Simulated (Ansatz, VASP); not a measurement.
# AgCl in VASP and in Ansatz

The input POSCAR:

```
AgCl
1.0
    0.0000000000      3.1096834491      3.1096834491
    3.1096834491      0.0000000000      3.1096834491
    3.1096834491      3.1096834491      0.0000000000
Ag Cl
1 1
Direct
    0.0000000000      0.0000000000      0.0000000000
    0.2500000000      0.2500000000      0.2500000000
```

File INCAR.step1:

```
SYSTEM = AgCl
PREC = Accurate ; ENCUT = 400
EDIFF = 1E-5 ; ISMEAR = 0
SIGMA = 0.01 ; LREAL = .False.
LASPH = .True. ; NELM = 120
ALGO = Normal ; ISIF = 2
LWAVE = .True. ; LCHARG = .False.
NBANDS = 16 ; GGA = PE
GGA_COMPAT = .False.
```

File INCAR.step2:

```
SYSTEM = AgCl
PREC = Accurate ; ENCUT = 400
EDIFF = 1E-6 ; ISMEAR = 0
SIGMA = 0.01 ; LREAL = .False.
LASPH = .True. ; NELM = 120
ALGO = Normal ; ISIF = 2
LWAVE = .False. ; LCHARG = .False.
GGA = PE ; LHFCALC = .True.
HFSCREEN = 0.2079 ; PRECFOCK = Normal
NBANDS = 16 ; ISTART = 1
GGA_COMPAT = .False.
```

The input KPOINTS:

```
Automatic mesh
0
Gamma
  6 6 6
  0 0 0
```

Input for Ansatz:

```yaml
crystal:
  lattice:
    - [0.0, 3.1096834491, 3.1096834491]
    - [3.1096834491, 0.0, 3.1096834491]
    - [3.1096834491, 3.1096834491, 0.0]
  atoms:
    - { symbol: Ag, position: [0.0, 0.0, 0.0] }
    - { symbol: Cl, position: [0.25, 0.25, 0.25] }
kpoints:
  mp_grid: { grid: [6, 6, 6] }
  band_path:
    path:
      - [0.0, 0.0, 0.0]
      - [-0.5, -0.5, 0.0]
      - [-0.375, -0.375, 0.25]
      - [-0.375, 0.0, 0.375]
      - [0.0, 0.0, 0.5]
      - [-0.5, -0.25, 0.25]
    npoints: 1
hamiltonian:
  xc: hse06
scf:
  occupations: { method: fixed }
  n_extra_bands: 4
output:
  forces: true
  stress: true
  eigenvalues: true
  write_density: true
  write_potential: true
  elf: true
  volumetric_format: npy
```

Change from the starting cell: hydrostatic strain +3.9%.

Alike in both runs: task single point; functional HSE06; k mesh 6 × 6 × 6; no spin polarisation.

|  | VASP | Ansatz |
| --- | --- | --- |
| version | VASP 6.6.1 | Ansatz 0.2.0 |
| potentials or method | VASP PAW PBE potentials, release 64 (Ag, Cl) | plane waves, PAW |
| plane-wave cutoff (eV) | 400 | 420 |
| occupations | gaussian, width 0.01 eV | fixed |
| valence electrons in the cell | 18 | 26 |

```tsv
	VASP	Ansatz	Ansatz less VASP
gap on the k mesh at the Fermi level (eV)	2.85	2.87	+0.018
pressure (GPa)	-2.3	-2.0	+0.29
```

VASP's potentials hold 18 valence electrons a cell and Ansatz's 26, so a difference there can come from the potentials and not from the codes. Ansatz's warnings: stress exchange threshold loose, stress scf threshold loose.
